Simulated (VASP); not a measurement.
# Rh (Fm-3m) in VASP: a series of runs

The runs below take Rh through single point, with r2SCAN.

All numbers are computed with VASP 6.6.1; they aren't measurements. Logs are shortened: lines on timing, memory, paths and dates and some standing lists are left out, and cuts for length are marked.

**1. The cell of the first run**

The structure is cubic, space group Fm-3m (No. 225). Conventional cell: a = 3.802 Å, b = 3.802 Å, c = 3.802 Å, α = 90.00°, β = 90.00°, γ = 90.00°. Within 3.5 Å of Rh (site symmetry m-3m) lie 12 Rh at 2.69 Å.

**2. Single point, r2SCAN**

POSCAR reads:

```
Rh
1.0
    0.0000000000      1.9008071574      1.9008071574
    1.9008071574      0.0000000000      1.9008071574
    1.9008071574      1.9008071574      0.0000000000
Rh
1
Direct
    0.0000000000      0.0000000000      0.0000000000
```

INCAR.step1 reads:

```
SYSTEM = Rh
ALGO = Normal
EDIFF = 1E-4
ENCUT = 520
GGA = PE
ISMEAR = -1
LASPH = .True.
LCHARG = .False.
LREAL = .False.
LWAVE = .True.
NBANDS = 14
NELM = 60
PREC = Accurate
SIGMA = 0.1
```

INCAR.step2 reads:

```
SYSTEM = Rh
ALGO = Normal
EDIFF = 1E-7
ENCUT = 520
ISIF = 2
ISMEAR = -1
ISTART = 1
LASPH = .True.
LCHARG = .True.
LELF = .True.
LMIXTAU = .True.
LREAL = .False.
LVHAR = .True.
LWAVE = .False.
METAGGA = R2SCAN
NBANDS = 14
NELM = 60
PREC = Accurate
SIGMA = 0.1
```

KPOINTS reads:

```
k-points
0
Gamma
  23 23 23
  0 0 0
```

Potentials or basis: VASP PAW PBE potentials, release 64 (Rh_pv).

Launch:

```sh
cat potpaw_PBE.64/Rh_pv/POTCAR > POTCAR
cp INCAR.step1 INCAR
mpirun -np 1 vasp_std > vasp.out
cp INCAR.step2 INCAR
mpirun -np 1 vasp_std > vasp.out
```

OUTCAR:

```text
SYSTEM = Rh
   EDIFF = 1E-7
   ENCUT = 520
   ISIF = 2
   ISMEAR = -1
   ISTART = 1
   LASPH = .True.
   LREAL = .False.
   METAGGA = R2SCAN
   NELM = 60
   PREC = Accurate

 ion  position               nearest neighbor table
   1  0.000  0.000  0.000-

  LATTYP: Found a face centered cubic cell.
 ALAT       =     3.8016143148

  Lattice vectors:

 A1 = (   0.0000000000,   1.9008071574,   1.9008071574)
 A2 = (   1.9008071574,   0.0000000000,   1.9008071574)
 A3 = (   1.9008071574,   1.9008071574,   0.0000000000)

Analysis of symmetry for initial positions (statically):
=====================================================================
 Subroutine PRICEL returns:
 Original cell was already a primitive cell.

 Routine SETGRP: Setting up the symmetry group for a
 face centered cubic supercell.

 Subroutine GETGRP returns: Found 48 space group operations
 (whereof 48 operations were pure point group operations)
 out of a pool of 48 trial point group operations.

The static configuration has the point symmetry O_h .

Analysis of symmetry for dynamics (positions and initial velocities):
=====================================================================
 Subroutine PRICEL returns:
 Original cell was already a primitive cell.

 Routine SETGRP: Setting up the symmetry group for a
 face centered cubic supercell.

 Subroutine GETGRP returns: Found 48 space group operations
 (whereof 48 operations were pure point group operations)
 out of a pool of 48 trial point group operations.

The dynamic configuration has the point symmetry O_h .

 Subroutine INISYM returns: Found 48 space group operations
 (whereof 48 operations are pure point group operations),
 and found     1 'primitive' translations

----------------------------------------------------------------------------------------

                                     Primitive cell

  volume of cell :      13.7355

  direct lattice vectors                    reciprocal lattice vectors
     0.000000000  1.900807157  1.900807157    -0.263046148  0.263046148  0.263046148
     1.900807157  0.000000000  1.900807157     0.263046148 -0.263046148  0.263046148
     1.900807157  1.900807157  0.000000000     0.263046148  0.263046148 -0.263046148

  length of vectors
     2.688147261  2.688147261  2.688147261     0.455609292  0.455609292  0.455609292

  position of ions in fractional coordinates (direct lattice)
     0.000000000  0.000000000  0.000000000

  ion indices of the primitive-cell ions
   primitive index   ion index
                 1           1

----------------------------------------------------------------------------------------

 KPOINTS: k-points

Automatic generation of k-mesh.
 Grid dimensions read from file:
 generate k-points for:   23   23   23

 Generating k-lattice:

  Cartesian coordinates                     Fractional coordinates (reciprocal lattice)
    -0.011436789  0.011436789  0.011436789     0.043478261  0.000000000  0.000000000
     0.011436789 -0.011436789  0.011436789     0.000000000  0.043478261  0.000000000
     0.011436789  0.011436789 -0.011436789     0.000000000  0.000000000  0.043478261

  Length of vectors
     0.019809100  0.019809100  0.019809100

  Shift w.r.t. Gamma in fractional coordinates (k-lattice)
     0.000000000  0.000000000  0.000000000

 Subroutine IBZKPT returns following result:
 ===========================================

 Found    364 irreducible k-points:

 Following reciprocal coordinates:
            Coordinates               Weight
  0.000000  0.000000  0.000000      1.000000
  0.043478  0.000000  0.000000      8.000000
  0.086957  0.000000  0.000000      8.000000
  0.130435  0.000000  0.000000      8.000000
  0.173913  0.000000  0.000000      8.000000
  0.217391  0.000000  0.000000      8.000000
[... 16 lines left out ...]
  0.478261  0.043478  0.000000     24.000000
 -0.478261  0.043478  0.000000     24.000000
 [... further k-points ...]
   k-points           NKPTS =    364   k-points in BZ     NKDIM =    364   number of bands    NBANDS=     14
   number of dos      NEDOS =    301   number of ions     NIONS =      1
   total plane-waves  NPLWV =   8000
   dimension x,y,z NGX =    20 NGY =   20 NGZ =   20
   dimension x,y,z NGXF=    40 NGYF=   40 NGZF=   40
   ions per type =               1
   NGX,Y,Z   is equivalent  to a cutoff of  12.37, 12.37, 12.37 a.u.
   NGXF,Y,Z  is equivalent  to a cutoff of  24.74, 24.74, 24.74 a.u.
 SYSTEM =  Rh
   PREC   = accura    normal or accurate (medium, high low for compatibility)
   ISTART =      1    job   : 0-new  1-cont  2-samecut
   ICHARG =      0    charge: 1-file 2-atom 10-const
   ISPIN  =      1    spin polarized calculation?
   LNONCOLLINEAR =      F non collinear calculations
   LSORBIT =      F    spin-orbit coupling
   LASPH  =      T    aspherical Exc in radial PAW
   ENCUT  =  520.0 eV  38.22 Ry    6.18 a.u.   5.00  5.00  5.00*2*pi/ulx,y,z
   NELM   =     60;   NELMIN=  2; NELMDL=  0     # of ELM steps
   EDIFF  = 0.1E-06   stopping-criterion for ELM
   LREAL  =      F    real-space projection
   EDIFFG = 0.1E-05   stopping-criterion for IOM
   NSW    =      0    number of steps for IOM
   IBRION =     -1    ionic relax: 0-MD 1-quasi-New 2-CG
   NFREE  =      0    steps in history (QN), initial steepest desc. (CG)
   ISIF   =      2    stress and relaxation
   ISYM   =      2    0-nonsym 1-usesym 2-fastsym
   POTIM  = 0.5000    time-step for ionic-motion
   TEBEG  =    0.0;   TEEND  =   0.0 temperature during run
   PSTRESS=    0.0 pullay stress
   NELECT =      15.0000    total number of electrons
   NUPDOWN=      -1.0000    fix difference up-down
   EMIN   =  10.00;   EMAX   =-10.00  energy-range for DOS
   EFERMI =   0.00;   METHOD = LEGACY
   ISMEAR =    -1;   SIGMA  =   0.10  broadening in eV -4-tet -1-fermi 0-gaus
   EFERMI_NEDOS =   21; number of points for ismear=-14 and -15
   IALGO  =     38    algorithm
   IMIX   =      4    mixing-type and parameters
     AMIX     =   0.40;   BMIX     =  1.00
     AMIX_MAG =   1.60;   BMIX_MAG =  1.00
  volume/ion in A,a.u.               =      13.74        92.69
  Fermi-wavevector in a.u.,A,eV,Ry     =   1.685869  3.185831 38.669863  2.842155
  Thomas-Fermi vector in A             =   2.768636
   LORBIT       =      0    0 simple, 1 ext, 2 COOP (PROOUT), +10 PAW based schemes
   METAGGA = R2SCAN    functional components
   LHFCALC =     F    Hartree Fock is set to
   AEXX    =    0.0000 exact exchange contribution
   IVDW    =     0    specifies the selected vdW correction
   LEPSILON=     F    determine dielectric tensor
   LRPA    =     F    only Hartree local field effects (RPA)
 non-spin polarized calculation
  energy-cutoff  :      520.00
  volume of cell :       13.74
 maximum number of plane-waves:       380
   NGX =  9   NGY =  9   NGZ =  9

 number of electron      15.0000007 magnetization

 Free energy of the ion-electron system (eV)
  ---------------------------------------------------
  ext. energy  EPLUGINS =         0.00000000
  ---------------------------------------------------
  free energy    TOTEN  =       -24.15799354 eV

  energy without entropy =      -24.11599121  energy(sigma->0) =      -24.13699237

 E-fermi :  11.7464     XC(G=0): -15.2113

 val. band max:       11.7454342864   @ k =   0.3913   0.2174   0.0435
 cond. band min:      11.7475660630   @ k =  -0.4348   0.4783   0.0435
 fundamental gap:      0.0021317766
 Fermi energy:        11.7463998761

 k-point     1 :       0.0000    0.0000    0.0000
  band No.  band energies     occupation
      1     -36.0325      2.00000
      2     -36.0325      2.00000
      3     -36.0325      2.00000
      4       3.5647      2.00000
      5       8.5779      2.00000
      6       8.5779      2.00000
      7       8.5779      2.00000
      8      10.6822      1.99995
      9      10.6822      1.99995
     10      28.4663      0.00000
     11      29.1457      0.00000
     12      34.2236      0.00000
     13      34.2236      0.00000
     14      34.2236      0.00000

 k-point     2 :       0.0435    0.0000    0.0000
  band No.  band energies     occupation
      1     -36.0477      2.00000
      2     -36.0346      2.00000
      3     -36.0346      2.00000
      4       3.6450      2.00000
      5       8.5417      2.00000
      6       8.6095      2.00000
      7       8.6095      2.00000
      8      10.6644      1.99996
      9      10.6644      1.99996
     10      28.5822      0.00000
     11      29.1458      0.00000
     12      33.7615      0.00000
     13      34.3391      0.00000
     14      34.3391      0.00000

 k-point     3 :       0.0870    0.0000    0.0000
  band No.  band energies     occupation
      1     -36.0920      2.00000
      2     -36.0405      2.00000
      3     -36.0405      2.00000
      4       3.8796      2.00000
      5       8.4441      2.00000
      6       8.6970      2.00000
      7       8.6970      2.00000
      8      10.6200      1.99997
      9      10.6200      1.99997
     10      28.9071      0.00000
     11      29.1452      0.00000
     12      32.6960      0.00000
     13      34.6783      0.00000
     14      34.6783      0.00000

 k-point     4 :       0.1304    0.0000    0.0000
  band No.  band energies     occupation
      1     -36.1618      2.00000
      2     -36.0499      2.00000
      3     -36.0499      2.00000
      4       4.2469      2.00000
      5       8.3191      2.00000
      6       8.8159      2.00000
      7       8.8159      2.00000
      8      10.5780      1.99998
      9      10.5780      1.99998
     10      29.1447      0.00000
     11      29.3645      0.00000
     12      31.4230      0.00000
     13      35.2203      0.00000
     14      35.2203      0.00000

 k-point     5 :       0.1739    0.0000    0.0000
  band No.  band energies     occupation
      1     -36.2515      2.00000
      2     -36.0621      2.00000
      3     -36.0621      2.00000
      4       4.7000      2.00000
      5       8.2284      2.00000
      6       8.9215      2.00000
      7       8.9215      2.00000
      8      10.5882      1.99998
      9      10.5883      1.99998
     10      29.1443      0.00000
     11      29.7176      0.00000
[... 276 lines left out ...]
 k-point    22 :       0.4348    0.0435    0.0000
  band No.  band energies     occupation
      1     -36.7712      2.00000
      2     -36.1423      2.00000
      3     -36.1402      2.00000
      4       5.5308      2.00000
      5       8.4720      2.00000
      6       8.5993      2.00000
      7      11.0654      1.99780
      8      12.2287      0.01596
      9      12.6945      0.00015
     10      22.0510      0.00000
     11      28.4152      0.00000
     12      29.1452      0.00000
     13      34.1823      0.00000
     14      34.6813      0.00000

 k-point    23 :       0.4783    0.0435    0.0000
  band No.  band energies     occupation
      1     -36.8076      2.00000
      2     -36.1481      2.00000
      3     -36.1450      2.00000
      4       5.4808      2.00000
      5       8.4199      2.00000
      6       8.5367      2.00000
      7      11.4967      1.84791
      8      12.3422      0.00516
      9      13.2345      0.00000
     10      21.1132      0.00000
     11      28.1827      0.00000
     12      29.1451      0.00000
     13      33.9296      0.00000
     14      34.0616      0.00000

 k-point    24 :      -0.4783    0.0435    0.0000
  band No.  band energies     occupation
      1     -36.8168      2.00000
      2     -36.1522      2.00000
      3     -36.1437      2.00000
      4       5.4678      2.00000
      5       8.4126      2.00000
      6       8.5142      2.00000
      7      11.6352      1.50518
      8      12.3203      0.00642
      9      13.4249      0.00000
     10      20.8467      0.00000
     11      28.1235      0.00000
     12      29.1451      0.00000
     13      33.7632      0.00000
     14      34.0096      0.00000

 [... further k-points ...]
[... 5 lines left out ...]
  --------------------------------------------------------------------------------------
  -------------------------------------------------------------------------------------
  Total        0.1029810      0.1029810      0.1029810     -0.0000000      0.0000000      0.0000000
  in kB       12.0122284     12.0122284     12.0122284     -0.0000000      0.0000000      0.0000000
  external PRESSURE =      12.0122284 kB  Pullay stress =       0.0000000 kB

 VOLUME and BASIS-vectors are now :
 -----------------------------------------------------------------------------
  energy-cutoff  :      520.00
  volume of cell :       13.74
      direct lattice vectors                 reciprocal lattice vectors
     0.000000000  1.900807157  1.900807157    -0.263046148  0.263046148  0.263046148
     1.900807157  0.000000000  1.900807157     0.263046148 -0.263046148  0.263046148
     1.900807157  1.900807157  0.000000000     0.263046148  0.263046148 -0.263046148

 POSITION                                       TOTAL-FORCE (eV/Angst)
 -----------------------------------------------------------------------------------
      0.00000      0.00000      0.00000         0.000000      0.000000     -0.000000
 -----------------------------------------------------------------------------------
    total drift:                                0.000000      0.000000      0.000000

  FREE ENERGIE OF THE ION-ELECTRON SYSTEM (eV)
  ---------------------------------------------------
  free  energy   TOTEN  =       -24.1579935356 eV

  energy  without entropy=      -24.1159912139  energy(sigma->0) =      -24.13699237
```

Wall time 2.8 min (1 thread of AMD EPYC 7R13, shared host); peak memory 0.18 GiB.

Results:

```yaml
Free_energy: -24.1580 eV
Pressure: 1.2 GPa
```

Levels at points of the mesh, in eV from the Fermi level:
```csv
k point,band 3,band 4,band 5,band 6,band 7,band 8,band 9,band 10,band 11,band 12
"(0.00, 0.00, 0.00)",-47.78,-8.18,-3.17,-3.17,-3.17,-1.06,-1.06,16.72,17.40,22.48
```

Caveat: the PAW data sets were made with another functional, which shifts forces and pressure a little.

**3. Single point, r2SCAN, collinear spin, ferromagnetic start**

POSCAR reads:

```
Rh
1.0
    0.0000000000      1.9001492197      1.9001492197
    1.9001492197      0.0000000000      1.9001492197
    1.9001492197      1.9001492197      0.0000000000
Rh
1
Direct
    0.0000000000      0.0000000000      0.0000000000
```

INCAR.step1 reads:

```
PREC     = Accurate       # precision mode
ENCUT    = 520            # plane-wave cutoff, eV
ISMEAR   = -1             # smearing method
SIGMA    = 0.05           # smearing width, eV
LREAL    = False          # projectors in reciprocal space
LASPH    = True           # aspherical terms in the spheres
NELM     = 150            # most SCF steps
ISPIN    = 2              # spin polarisation
MAGMOM   = 1              # initial moments
LMAXMIX  = 4              # l up to which the mixer works
NBANDS   = 18             # bands
GGA      = PE             # functional
ALGO     = Normal         # electronic algorithm
EDIFF    = 1E-4           # SCF threshold, eV
LWAVE    = True           # write WAVECAR
LCHARG   = False          # write CHGCAR
```

INCAR.step2 reads:

```
PREC     = Accurate       # precision mode
ENCUT    = 520            # plane-wave cutoff, eV
EDIFF    = 1E-7           # SCF threshold, eV
ISMEAR   = -1             # smearing method
SIGMA    = 0.05           # smearing width, eV
LREAL    = False          # projectors in reciprocal space
LASPH    = True           # aspherical terms in the spheres
NELM     = 150            # most SCF steps
ALGO     = Normal         # electronic algorithm
ISIF     = 2              # what is computed and relaxed
LWAVE    = False          # write WAVECAR
LCHARG   = False          # write CHGCAR
ISPIN    = 2              # spin polarisation
MAGMOM   = 1              # initial moments
LORBIT   = 11             # projections on sites
LMAXMIX  = 4              # l up to which the mixer works
METAGGA  = R2SCAN         # meta-GGA
LMIXTAU  = True         
NBANDS   = 18             # bands
ISTART   = 1
```

KPOINTS reads:

```
Automatic mesh
0
Gamma
  14 14 14
```

Potentials or basis: VASP PAW PBE potentials, release 64 (Rh_pv).

Launch:

```sh
cat potpaw_PBE.64/Rh_pv/POTCAR > POTCAR
cp INCAR.step1 INCAR
mpirun -np 1 vasp_std > vasp.out
cp INCAR.step2 INCAR
mpirun -np 1 vasp_std > vasp.out
```

OUTCAR:

```text
PREC = Accurate
   ENCUT = 520
   EDIFF = 1E-7
   ISMEAR = -1
   LREAL = False
   LASPH = True
   NELM = 150
   ISIF = 2
   ISPIN = 2
   LORBIT = 11
   METAGGA = R2SCAN
   ISTART = 1

 ion  position               nearest neighbor table
   1  0.000  0.000  0.000-

  LATTYP: Found a face centered cubic cell.
 ALAT       =     3.8002984394

  Lattice vectors:

 A1 = (   0.0000000000,   1.9001492197,   1.9001492197)
 A2 = (   1.9001492197,   0.0000000000,   1.9001492197)
 A3 = (   1.9001492197,   1.9001492197,   0.0000000000)

[... 1215 lines left out ...]
  -------------------------------------------------------------------------------------
  Total        0.1046279      0.1046279      0.1046279     -0.0000000      0.0000000      0.0000000
  in kB       12.2170117     12.2170117     12.2170117     -0.0000000      0.0000000      0.0000000
  external PRESSURE =      12.2170117 kB  Pullay stress =       0.0000000 kB

 VOLUME and BASIS-vectors are now :
 -----------------------------------------------------------------------------
  energy-cutoff  :      520.00
  volume of cell :       13.72
      direct lattice vectors                 reciprocal lattice vectors
     0.000000000  1.900149220  1.900149220    -0.263137229  0.263137229  0.263137229
     1.900149220  0.000000000  1.900149220     0.263137229 -0.263137229  0.263137229
     1.900149220  1.900149220  0.000000000     0.263137229  0.263137229 -0.263137229

 POSITION                                       TOTAL-FORCE (eV/Angst)
 -----------------------------------------------------------------------------------
      0.00000      0.00000      0.00000         0.000000      0.000000     -0.000000
 -----------------------------------------------------------------------------------
    total drift:                                0.000000     -0.000000      0.000000

  FREE ENERGIE OF THE ION-ELECTRON SYSTEM (eV)
  ---------------------------------------------------
  free  energy   TOTEN  =       -24.1429526950 eV

  energy  without entropy=      -24.1330645603  energy(sigma->0) =      -24.13800863

 total charge

# of ion       s       p       d       tot
------------------------------------------
    1        0.425   6.297   7.102  13.825

 magnetization (x)

# of ion       s       p       d       tot
------------------------------------------
    1       -0.000   0.000   0.000   0.000
```

OUTCAR.step1:

```text
PREC = Accurate
   ENCUT = 520
   ISMEAR = -1
   LREAL = False
   LASPH = True
   NELM = 150
[... 1245 lines left out ...]
 POSITION                                       TOTAL-FORCE (eV/Angst)
 -----------------------------------------------------------------------------------
      0.00000      0.00000      0.00000        -0.000000     -0.000000      0.000000
 -----------------------------------------------------------------------------------
    total drift:                                0.000000     -0.000000      0.000000

  FREE ENERGIE OF THE ION-ELECTRON SYSTEM (eV)
  ---------------------------------------------------
  free  energy   TOTEN  =        -7.2572212120 eV

  energy  without entropy=       -7.2470002817  energy(sigma->0) =       -7.25211075
```

Run time: 2 min. Hardware: 1 thread of AMD EPYC 7R13, shared host; peak memory 0.17 GiB.

Results:

* Free energy: -24.1430 eV
* Pressure: 1.2 GPa
* Net moment: 0.00 μB per cell
* Valence electrons inside the program's atomic spheres: Rh 13.82

Caveat: the PAW data sets were made with another functional, which shifts forces and pressure a little.

(Continued in part 2 of 3.)
